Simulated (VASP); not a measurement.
Crystal: Ge.

```
CELL_PARAMETERS angstrom
3.99759 0.00000 0.00000
-1.99879 3.46201 0.00000
0.00000 0.00000 6.59938
ATOMIC_POSITIONS crystal
Ge 0.33333 0.66667 0.93710
Ge 0.66667 0.33333 0.43710
Ge 0.33333 0.66667 0.56290
Ge 0.66667 0.33333 0.06290
```

This isn't the form of Ge at room conditions, which is diamond.

| Quantity | Value |
| --- | --- |
| Program | VASP 6.6.1 |
| Task | relaxation of cell and atoms |
| Functional | BLYP |
| Potentials or basis | VASP PAW PBE potentials, release 64 (Ge_d) |
| Cutoff | 600 eV |
| k mesh | 8 × 8 × 4 |
| Occupations | fermi-dirac, width 0.05 eV |
| Spin | no spin polarisation |

At the start: pressure 6.8 GPa; volume 22.83 Å³/atom.

Problem. How do energy, volume and symmetry change on relaxing?

Solution. Over 15 steps the energy falls by 51.4 meV/atom and the volume is 25.52 Å³/atom (+11.8 %); space group P6_3/mmc (No. 194, to 0.1 Å) before and after.

Step by step:
```tsv
step	energy change (eV)	largest force (eV/Å)	pressure (GPa)	volume (Å³)
1	0.0000	0.0282	6.80	91.33
2	-0.1952	0.0595	-1.15	104.74
3	-0.2051	0.0448	-0.14	102.00
4	-0.2050	0.0438	0.24	101.75
5	-0.2053	0.0145	0.07	101.79
6	-0.2054	0.0054	0.08	101.82
7	-0.2055	0.0126	0.07	102.03
8	-0.2055	0.0194	-0.10	102.10
9	-0.2055	0.0117	0.06	102.04
10	-0.2055	0.0165	-0.09	102.07
11	-0.2055	0.0126	0.06	102.05
12	-0.2055	0.0153	-0.03	102.06
13	-0.2055	0.0131	0.01	102.05
14	-0.2056	0.0013	-0.05	102.08
15	-0.2056	0.0032	0.02	102.08
```

Final structure:
```yaml
crystal:
  lattice:
    - [4.15265, 0.00000, 0.00000]
    - [-2.07633, 3.59630, 0.00000]
    - [0.00000, 0.00000, 6.83513]
  atoms:
    - { symbol: Ge, position: [0.33333, 0.66667, 0.93744] }
    - { symbol: Ge, position: [0.66667, 0.33333, 0.43744] }
    - { symbol: Ge, position: [0.33333, 0.66667, 0.56256] }
    - { symbol: Ge, position: [0.66667, 0.33333, 0.06256] }
```

Caveat: the PAW data sets were made with another functional, which shifts forces and pressure a little.
